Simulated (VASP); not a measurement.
Wanted: the native input for a VASP 6.6.1 run.

```
Task                   : single point
Functional             : PBE
Potentials or basis    : VASP PAW PBE potentials, release 64 (V_sv)
Cutoff                 : 520 eV
k mesh                 : 9 × 9 × 4
Occupations            : gaussian, width 0.1 eV
Spin                   : collinear spin, ferromagnetic start
Starting moments       : [2.0, 2.0] μB
Dipole correction      : no
Further INCAR settings : ALGO = Normal; EDIFF = 1e-06; NBANDS = 24
```

The structure of V lies in POSCAR:

```
V
1.0
    2.7820201497      0.0000000000      0.0000000000
   -1.3910100748      2.4093001234      0.0000000000
    0.0000000000      0.0000000000      4.5153660373
V
2
Direct
    0.3333333333      0.6666666667      0.2500000000
    0.6666666667      0.3333333333      0.7500000000
```

These files were run (other wordings do the same):

INCAR

```
  ALGO = Normal
  EDIFF = 1E-6
  ENCUT = 520
  GGA = PE
  ISIF = 2
  ISMEAR = 0
  ISPIN = 2
  LASPH = T
  LCHARG = F
  LMAXMIX = 4
  LORBIT = 11
  LREAL = F
  LWAVE = F
  MAGMOM = 2 2
  NBANDS = 24
  NELM = 150
  PREC = Accurate
  SIGMA = 0.1
```

KPOINTS

```
k-points
0
Gamma
  9 9 4
```

Potentials or basis: VASP PAW PBE potentials, release 64 (V_sv).

Command:

```sh
$ cat potpaw_PBE.64/V_sv/POTCAR > POTCAR
$ mpirun -np 1 vasp_std > vasp.out
```

Results of the run:

| Property | Result |
| --- | --- |
| Pressure | -12.7 GPa |
| Band gap on the k mesh | zero (filled and empty bands overlap) |
| Net moment | 0.00 μB per cell |
| Valence electrons inside the program's atomic spheres | V 11.48 |

Wall time 27 s on 1 thread of Intel(R) Xeon(R) 6975P-C (Granite Rapids), on a shared host, peak memory 0.18 GiB.
